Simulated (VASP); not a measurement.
# CdS (rocksalt type) (Fm-3m) in VASP: relaxation of cell and atoms with PBE

Aim: the relaxation of cell and atoms of CdS (rocksalt type) with PBE.

Everything below comes from runs of VASP 6.6.1. Logs are shortened: lines on timing, memory, paths and dates and some standing lists are left out, and cuts for length are marked.

### 1 The cell of the first run

It takes space group Fm-3m (No. 225, cubic). Conventional cell: a = 5.046 Å, b = 5.046 Å, c = 5.046 Å, α = 90.00°, β = 90.00°, γ = 90.00°. Within 3.3 Å of Cd (site symmetry m-3m) lie 6 S at 2.52 Å. S (site symmetry m-3m) has 6 Cd at 2.52 Å within 3.3 Å.

### 2 Relaxation of cell and atoms, PBE

INCAR reads:

```
PREC = Accurate ; ENCUT = 600
EDIFF = 1E-7 ; ISMEAR = -1
SIGMA = 0.08 ; LREAL = F
LASPH = T ; NELM = 100
ALGO = Normal ; ISIF = 3
LWAVE = F ; LCHARG = F
GGA = PE ; IBRION = 2
NSW = 60 ; EDIFFG = -0.005
```

KPOINTS reads:

```
Automatic mesh
0
Gamma
  14 14 14
```

POSCAR reads:

```
CdS
1.0
    0.0000000000      2.5228479314      2.5228479314
    2.5228479314      0.0000000000      2.5228479314
    2.5228479314      2.5228479314      0.0000000000
Cd S
1 1
Direct
    0.0000000000      0.0000000000      0.0000000000
    0.5000000000      0.5000000000      0.5000000000
```

Potentials or basis: VASP PAW PBE potentials, release 64 (Cd, S).

On the command line:

```console
> cat potpaw_PBE.64/Cd/POTCAR potpaw_PBE.64/S/POTCAR > POTCAR
> mpirun -np 1 vasp_std > vasp.out
```

OUTCAR:

```text
PREC = Accurate
   ENCUT = 600
   EDIFF = 1E-7
   ISMEAR = -1
   LREAL = F
   LASPH = T
   NELM = 100
   ISIF = 3
   GGA = PE
   IBRION = 2
   NSW = 60
   EDIFFG = -0.005

 ion  position               nearest neighbor table
   1  0.000  0.000  0.000-   2 2.52   2 2.52   2 2.52   2 2.52   2 2.52   2 2.52
   2  0.500  0.500  0.500-   1 2.52   1 2.52   1 2.52   1 2.52   1 2.52   1 2.52

  LATTYP: Found a face centered cubic cell.
 ALAT       =     5.0456958628

  Lattice vectors:

 A1 = (   0.0000000000,   2.5228479314,   2.5228479314)
 A2 = (   2.5228479314,   0.0000000000,   2.5228479314)
 A3 = (   2.5228479314,   2.5228479314,   0.0000000000)

Analysis of symmetry for initial positions (statically):
=====================================================================
 Subroutine PRICEL returns:
 Original cell was already a primitive cell.

 Routine SETGRP: Setting up the symmetry group for a
 face centered cubic supercell.

 Subroutine GETGRP returns: Found 48 space group operations
 (whereof 48 operations were pure point group operations)
 out of a pool of 48 trial point group operations.

The static configuration has the point symmetry O_h .

Analysis of symmetry for dynamics (positions and initial velocities):
=====================================================================
 Subroutine PRICEL returns:
 Original cell was already a primitive cell.

 Routine SETGRP: Setting up the symmetry group for a
 face centered cubic supercell.

 Subroutine GETGRP returns: Found 48 space group operations
 (whereof 48 operations were pure point group operations)
 out of a pool of 48 trial point group operations.

The dynamic configuration has the point symmetry O_h .

 Subroutine INISYM returns: Found 48 space group operations
 (whereof 48 operations are pure point group operations),
 and found     1 'primitive' translations

----------------------------------------------------------------------------------------

                                     Primitive cell

  volume of cell :      32.1147

  direct lattice vectors                    reciprocal lattice vectors
     0.000000000  2.522847931  2.522847931    -0.198188719  0.198188719  0.198188719
     2.522847931  0.000000000  2.522847931     0.198188719 -0.198188719  0.198188719
     2.522847931  2.522847931  0.000000000     0.198188719  0.198188719 -0.198188719

  length of vectors
[... 65 lines left out ...]
   number of dos      NEDOS =    301   number of ions     NIONS =      2
   total plane-waves  NPLWV =  27000
   dimension x,y,z NGX =    30 NGY =   30 NGZ =   30
   dimension x,y,z NGXF=    60 NGYF=   60 NGZF=   60
   ions per type =               1   1
   NGX,Y,Z   is equivalent  to a cutoff of  13.98, 13.98, 13.98 a.u.
   NGXF,Y,Z  is equivalent  to a cutoff of  27.96, 27.96, 27.96 a.u.
 SYSTEM =  unknown system
   PREC   = accura    normal or accurate (medium, high low for compatibility)
   ISTART =      0    job   : 0-new  1-cont  2-samecut
   ICHARG =      2    charge: 1-file 2-atom 10-const
   ISPIN  =      1    spin polarized calculation?
   LNONCOLLINEAR =      F non collinear calculations
   LSORBIT =      F    spin-orbit coupling
   LASPH  =      T    aspherical Exc in radial PAW
   ENCUT  =  600.0 eV  44.10 Ry    6.64 a.u.   7.13  7.13  7.13*2*pi/ulx,y,z
   NELM   =    100;   NELMIN=  2; NELMDL= -5     # of ELM steps
   EDIFF  = 0.1E-06   stopping-criterion for ELM
   LREAL  =      F    real-space projection
   EDIFFG = -.5E-02   stopping-criterion for IOM
   NSW    =     60    number of steps for IOM
   IBRION =      2    ionic relax: 0-MD 1-quasi-New 2-CG
   NFREE  =      1    steps in history (QN), initial steepest desc. (CG)
   ISIF   =      3    stress and relaxation
   ISYM   =      2    0-nonsym 1-usesym 2-fastsym
   POTIM  = 0.5000    time-step for ionic-motion
   TEBEG  =    0.0;   TEEND  =   0.0 temperature during run
   PSTRESS=    0.0 pullay stress
   NELECT =      18.0000    total number of electrons
   NUPDOWN=      -1.0000    fix difference up-down
   EMIN   =  10.00;   EMAX   =-10.00  energy-range for DOS
   EFERMI =   0.00;   METHOD = LEGACY
   ISMEAR =    -1;   SIGMA  =   0.08  broadening in eV -4-tet -1-fermi 0-gaus
   EFERMI_NEDOS =   21; number of points for ismear=-14 and -15
   IALGO  =     38    algorithm
   IMIX   =      4    mixing-type and parameters
     AMIX     =   0.40;   BMIX     =  1.00
     AMIX_MAG =   1.60;   BMIX_MAG =  1.00
  volume/ion in A,a.u.               =      16.06       108.36
  Fermi-wavevector in a.u.,A,eV,Ry     =   1.349785  2.550724 24.788720  1.821920
  Thomas-Fermi vector in A             =   2.477343
   LORBIT       =      0    0 simple, 1 ext, 2 COOP (PROOUT), +10 PAW based schemes
   GGA     = PE    functional components
   LHFCALC =     F    Hartree Fock is set to
   AEXX    =    0.0000 exact exchange contribution
   IVDW    =     0    specifies the selected vdW correction
   LEPSILON=     F    determine dielectric tensor
   LRPA    =     F    only Hartree local field effects (RPA)
 conjugate gradient relaxation of ions
 non-spin polarized calculation
  energy-cutoff  :      600.00
  volume of cell :       32.11
 maximum number of plane-waves:      1090
 NGX is ok and might be reduce to    30
   NGX = 15   NGY = 15   NGZ = 15

--------------------------------------- Ionic step        1  -------------------------------------------

 number of electron      18.0000002 magnetization

 Free energy of the ion-electron system (eV)
  ---------------------------------------------------
  ext. energy  EPLUGINS =         0.00000000
  ---------------------------------------------------
  free energy    TOTEN  =        -5.06240956 eV

  energy without entropy =       -5.06068872  energy(sigma->0) =       -5.06154914

 E-fermi :   5.9733     XC(G=0): -11.6544

 val. band max:        5.8594056792   @ k =   0.5000   0.5000   0.0000
 cond. band min:       6.1112670062   @ k =   0.4286   0.4286   0.0000
 fundamental gap:      0.2518613269
 Fermi energy:         5.9732537548
[... 878 lines left out ...]
  FREE ENERGIE OF THE ION-ELECTRON SYSTEM (eV)
  ---------------------------------------------------
  free  energy   TOTEN  =        -5.8746959767 eV

  energy  without entropy=       -5.8731564528  energy(sigma->0) =       -5.87392621

[... ionic steps 4 to 16 ...]

--------------------------------------- Ionic step       17  -------------------------------------------

 number of electron      18.0000005 magnetization

------------------------ aborting loop because EDIFF is reached ----------------------------------------
[... 67 lines left out ...]
--------------------------------------- Ionic step       19  -------------------------------------------

 number of electron      18.0000005 magnetization

 Free energy of the ion-electron system (eV)
  ---------------------------------------------------
  ext. energy  EPLUGINS =         0.00000000
  ---------------------------------------------------
  free energy    TOTEN  =        -5.87471497 eV

  energy without entropy =       -5.87317802  energy(sigma->0) =       -5.87394650

 E-fermi :   3.0348     XC(G=0): -10.3083

 val. band max:        2.9772242847   @ k =   0.5000   0.5000   0.0000
 cond. band min:       3.2388429171   @ k =   0.4286   0.4286   0.0000
 fundamental gap:      0.2616186324
 Fermi energy:         3.0347528152
[... 413 lines left out ...]
  FREE ENERGIE OF THE ION-ELECTRON SYSTEM (eV)
  ---------------------------------------------------
  free  energy   TOTEN  =        -5.8747149673 eV

  energy  without entropy=       -5.8731780241  energy(sigma->0) =       -5.87394650

 reached required accuracy - stopping structural energy minimisation
```

OSZICAR:

```text
N       E                     dE             d eps       ncg     rms          rms(c)
DAV:   1     0.124565973459E+03    0.12457E+03   -0.10757E+04  2792   0.152E+03
DAV:   2    -0.124891071790E+01   -0.12581E+03   -0.11982E+03  3054   0.330E+02
[... 133 lines left out ...]
DAV:   1    -0.587485762290E+01   -0.15318E-03   -0.31366E-03  2994   0.763E-01    0.925E-02
DAV:   2    -0.587472763977E+01    0.12998E-03   -0.31058E-04  2954   0.286E-01    0.327E-02
DAV:   3    -0.587471370184E+01    0.13938E-04   -0.39813E-05  3024   0.784E-02    0.271E-02
DAV:   4    -0.587471429414E+01   -0.59230E-06   -0.18488E-06  2834   0.147E-02    0.672E-03
DAV:   5    -0.587471488964E+01   -0.59551E-06   -0.24989E-07  2324   0.754E-03    0.140E-03
DAV:   6    -0.587471496728E+01   -0.77635E-07   -0.49629E-08  1352   0.297E-03
  19 F= -.58747150E+01 E0= -.58739465E+01  d E =-.110850E-03
```

Run time: 8.5 min. Hardware: 1 thread of Intel Xeon Platinum 8488C (Sapphire Rapids), shared host; peak memory 0.22 GiB.

Results:

```
Free energy                           : -5.8747 eV
Relaxed volume                        : 20.85 Å³/atom
Relaxed cell                          : a = 3.892 Å, b = 3.892 Å, c = 3.892 Å, α = 60.00°, β = 60.00°, γ = 60.00°
Space group after relaxing (to 0.1 Å) : Fm-3m (No. 225)
Energy gained by relaxing             : 406.2 meV/atom
Ionic steps                           : 19
Pressure after relaxing               : 0.0 GPa
Band gap on the k mesh                : 0.25 eV (least direct gap 1.54 eV)
```

Step by step:
| step | energy change (eV) | largest force (eV/Å) | pressure (GPa) | volume (Å³) |
| --- | --- | --- | --- | --- |
| 1 | 0.0000 | 0.0000 | 34.80 | 32.11 |
| 2 | -0.4806 | 0.0000 | -9.21 | 51.21 |
| 3 | -0.8123 | 0.0000 | -0.12 | 41.76 |
| 4 | -0.8122 | 0.0000 | 0.26 | 41.55 |
| 5 | -0.8122 | 0.0000 | 0.26 | 41.55 |
| 6 | -0.8122 | 0.0000 | 0.25 | 41.55 |
| 7 | -0.8122 | 0.0000 | 0.25 | 41.55 |
| 8 | -0.8122 | 0.0000 | 0.25 | 41.55 |
| 9 | -0.8122 | 0.0000 | 0.25 | 41.55 |
| 10 | -0.8122 | 0.0000 | 0.25 | 41.56 |
| 11 | -0.8122 | 0.0000 | 0.26 | 41.56 |
| 12 | -0.8122 | 0.0000 | 0.25 | 41.56 |
| 13 | -0.8122 | 0.0000 | 0.24 | 41.56 |
| 14 | -0.8122 | 0.0000 | 0.23 | 41.57 |
| 15 | -0.8122 | 0.0000 | 0.21 | 41.58 |
| 16 | -0.8123 | 0.0000 | 0.17 | 41.60 |
| 17 | -0.8123 | 0.0000 | 0.09 | 41.65 |
| 18 | -0.8123 | 0.0000 | -0.07 | 41.74 |
| 19 | -0.8123 | 0.0000 | -0.01 | 41.70 |

Final structure:
```yaml
crystal:
  lattice:
    - [0.00000, 2.75239, 2.75239]
    - [2.75239, 0.00000, 2.75239]
    - [2.75239, 2.75239, 0.00000]
  atoms:
    - { symbol: Cd, position: [0.00000, 0.00000, 0.00000] }
    - { symbol: S, position: [0.50000, 0.50000, 0.50000] }
```

Caveat: the volume moved by over 15 % at a fixed basis, so the end points are rough; semilocal functionals underestimate gaps, and a narrow one can read as zero. A k mesh can miss the band edges.
